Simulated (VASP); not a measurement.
# Al (Fm-3m) in VASP: single point with PBEsol

Aim: the single point of Al with PBEsol.

All numbers are computed with VASP 6.6.1; they aren't measurements. Logs are shortened: lines on timing, memory, paths and dates and some standing lists are left out, and cuts for length are marked.

**1. The cell of the first run**

It takes space group Fm-3m (No. 225, cubic). The conventional cell has a = 4.015 Å, b = 4.015 Å, c = 4.015 Å, α = 90.00°, β = 90.00°, γ = 90.00°. Al (site symmetry m-3m) has 12 Al at 2.84 Å within 3.7 Å.

**2. Single point, PBEsol**

INCAR

```
SYSTEM = Al
PREC = Accurate ; ENCUT = 520
EDIFF = 1E-7 ; ISMEAR = 1
SIGMA = 0.1 ; LREAL = .FALSE.
LASPH = .TRUE. ; NELM = 60
ALGO = Fast ; ISIF = 2
LWAVE = .FALSE. ; LCHARG = .FALSE.
GGA = PS ; NBANDS = 8
```

KPOINTS

```
Automatic mesh
0
G
  40 40 40
  0 0 0
```

POSCAR

```
Al
1.0
    0.0000000000      2.0076992294      2.0076992294
    2.0076992294      0.0000000000      2.0076992294
    2.0076992294      2.0076992294      0.0000000000
Al
1
Direct
    0.0000000000      0.0000000000      0.0000000000
```

Potentials or basis: VASP PAW PBE potentials, release 64 (Al).

Command:

```console
cat potpaw_PBE.64/Al/POTCAR > POTCAR
mpirun -np 1 vasp_std > vasp.out
```

OUTCAR:

```text
SYSTEM = Al
   PREC = Accurate
   ENCUT = 520
   EDIFF = 1E-7
   ISMEAR = 1
   LREAL = .FALSE.
   LASPH = .TRUE.
   NELM = 60
   ISIF = 2
   GGA = PS

 ion  position               nearest neighbor table
   1  0.000  0.000  0.000-

  LATTYP: Found a face centered cubic cell.
 ALAT       =     4.0153984588

  Lattice vectors:

 A1 = (   0.0000000000,   2.0076992294,   2.0076992294)
 A2 = (   2.0076992294,   0.0000000000,   2.0076992294)
 A3 = (   2.0076992294,   2.0076992294,   0.0000000000)

Analysis of symmetry for initial positions (statically):
=====================================================================
 Subroutine PRICEL returns:
 Original cell was already a primitive cell.

 Routine SETGRP: Setting up the symmetry group for a
 face centered cubic supercell.

 Subroutine GETGRP returns: Found 48 space group operations
 (whereof 48 operations were pure point group operations)
 out of a pool of 48 trial point group operations.

The static configuration has the point symmetry O_h .

Analysis of symmetry for dynamics (positions and initial velocities):
=====================================================================
 Subroutine PRICEL returns:
 Original cell was already a primitive cell.

 Routine SETGRP: Setting up the symmetry group for a
 face centered cubic supercell.

 Subroutine GETGRP returns: Found 48 space group operations
 (whereof 48 operations were pure point group operations)
 out of a pool of 48 trial point group operations.

The dynamic configuration has the point symmetry O_h .

 Subroutine INISYM returns: Found 48 space group operations
 (whereof 48 operations are pure point group operations),
 and found     1 'primitive' translations

----------------------------------------------------------------------------------------

                                     Primitive cell

  volume of cell :      16.1855

  direct lattice vectors                    reciprocal lattice vectors
     0.000000000  2.007699229  2.007699229    -0.249041287  0.249041287  0.249041287
     2.007699229  0.000000000  2.007699229     0.249041287 -0.249041287  0.249041287
     2.007699229  2.007699229  0.000000000     0.249041287  0.249041287 -0.249041287

  length of vectors
     2.839315479  2.839315479  2.839315479     0.431352162  0.431352162  0.431352162

  position of ions in fractional coordinates (direct lattice)
     0.000000000  0.000000000  0.000000000

  ion indices of the primitive-cell ions
   primitive index   ion index
                 1           1

[... 71 lines left out ...]
   EDIFF  = 0.1E-06   stopping-criterion for ELM
   LREAL  =      F    real-space projection
   EDIFFG = 0.1E-05   stopping-criterion for IOM
   NSW    =      0    number of steps for IOM
   IBRION =     -1    ionic relax: 0-MD 1-quasi-New 2-CG
   NFREE  =      0    steps in history (QN), initial steepest desc. (CG)
   ISIF   =      2    stress and relaxation
   ISYM   =      2    0-nonsym 1-usesym 2-fastsym
   POTIM  = 0.5000    time-step for ionic-motion
   TEBEG  =    0.0;   TEEND  =   0.0 temperature during run
   PSTRESS=    0.0 pullay stress
   NELECT =       3.0000    total number of electrons
   NUPDOWN=      -1.0000    fix difference up-down
   EMIN   =  10.00;   EMAX   =-10.00  energy-range for DOS
   EFERMI =   0.00;   METHOD = LEGACY
   ISMEAR =     1;   SIGMA  =   0.10  broadening in eV -4-tet -1-fermi 0-gaus
   EFERMI_NEDOS =   21; number of points for ismear=-14 and -15
   IALGO  =     68    algorithm
   IMIX   =      4    mixing-type and parameters
     AMIX     =   0.40;   BMIX     =  1.00
     AMIX_MAG =   1.60;   BMIX_MAG =  1.00
  volume/ion in A,a.u.               =      16.19       109.23
  Fermi-wavevector in a.u.,A,eV,Ry     =   0.933412  1.763892 11.854178  0.871258
  Thomas-Fermi vector in A             =   2.060111
   LORBIT       =      0    0 simple, 1 ext, 2 COOP (PROOUT), +10 PAW based schemes
   GGA     = PS    functional components
   LHFCALC =     F    Hartree Fock is set to
   AEXX    =    0.0000 exact exchange contribution
   IVDW    =     0    specifies the selected vdW correction
   LEPSILON=     F    determine dielectric tensor
   LRPA    =     F    only Hartree local field effects (RPA)
 non-spin polarized calculation
 RMM-DIIS sequential band-by-band and
 Methfessel and Paxton  Order N= 1 SIGMA  =   0.10
  energy-cutoff  :      520.00
  volume of cell :       16.19
 maximum number of plane-waves:       448
 NGX is ok and might be reduce to    24
   NGX = 11   NGY = 11   NGZ = 11

 number of electron       3.0000000 magnetization

 Free energy of the ion-electron system (eV)
  ---------------------------------------------------
  ext. energy  EPLUGINS =         0.00000000
  ---------------------------------------------------
  free energy    TOTEN  =        -4.09254646 eV

  energy without entropy =       -4.09260562  energy(sigma->0) =       -4.09256618

 E-fermi :   8.1671     XC(G=0): -10.3272

 val. band max:        8.1617027951   @ k =   0.4000   0.1250   0.0000
 cond. band min:       8.1674922666   @ k =  -0.4500   0.4250   0.0750
 fundamental gap:      0.0057894715
 Fermi energy:         8.1671272815

 k-point     1 :       0.0000    0.0000    0.0000
  band No.  band energies     occupation
      1      -3.1118      2.00000
      2      20.8532      0.00000
      3      20.8532      0.00000
      4      20.8532      0.00000
      5      22.4913      0.00000
      6      22.4913      0.00000
      7      22.4913      0.00000
      8      24.7764      0.00000
[... 243 lines left out ...]
 k-point    24 :       0.0750    0.0250    0.0000
  band No.  band energies     occupation
      1      -2.9742      2.00000
      2      18.9122      0.00000
      3      20.0343      0.00000
      4      20.6177      0.00000
      5      22.6565      0.00000
      6      23.2842      0.00000
      7      23.5172      0.00000
      8      26.1253      0.00000

 [... further k-points ...]
[... 5 lines left out ...]
  --------------------------------------------------------------------------------------
  -------------------------------------------------------------------------------------
  Total        0.0028191      0.0028191      0.0028191     -0.0000000     -0.0000000      0.0000000
  in kB        0.2790544      0.2790544      0.2790544     -0.0000000     -0.0000000      0.0000000
  external PRESSURE =       0.2790544 kB  Pullay stress =       0.0000000 kB

 VOLUME and BASIS-vectors are now :
 -----------------------------------------------------------------------------
  energy-cutoff  :      520.00
  volume of cell :       16.19
      direct lattice vectors                 reciprocal lattice vectors
     0.000000000  2.007699229  2.007699229    -0.249041287  0.249041287  0.249041287
     2.007699229  0.000000000  2.007699229     0.249041287 -0.249041287  0.249041287
     2.007699229  2.007699229  0.000000000     0.249041287  0.249041287 -0.249041287

 POSITION                                       TOTAL-FORCE (eV/Angst)
 -----------------------------------------------------------------------------------
      0.00000      0.00000      0.00000         0.000000      0.000000      0.000000
 -----------------------------------------------------------------------------------
    total drift:                               -0.000000      0.000000      0.000000

  FREE ENERGIE OF THE ION-ELECTRON SYSTEM (eV)
  ---------------------------------------------------
  free  energy   TOTEN  =        -4.0925464606 eV

  energy  without entropy=       -4.0926056174  energy(sigma->0) =       -4.09256618
```

Wall time 97 s (1 thread of Intel Xeon Platinum 8488C (Sapphire Rapids), shared host); peak memory 0.29 GiB.

Results:

* Free energy: -4.0925 eV
* Pressure: 0.0 GPa

Levels at points of the mesh, in eV from the Fermi level:
| k point | band 1 | band 2 | band 3 | band 4 |
| --- | --- | --- | --- | --- |
| (0.00, 0.00, 0.00) | -11.28 | 12.69 | 12.69 | 12.69 |
| (0.50, 0.00, 0.00) | -4.69 | -4.42 | 11.51 | 11.51 |
| (0.50, 0.50, 0.00) | -2.98 | -1.63 | 5.24 | 5.66 |

Caveat: the PAW data sets were made with another functional, which shifts forces and pressure a little.
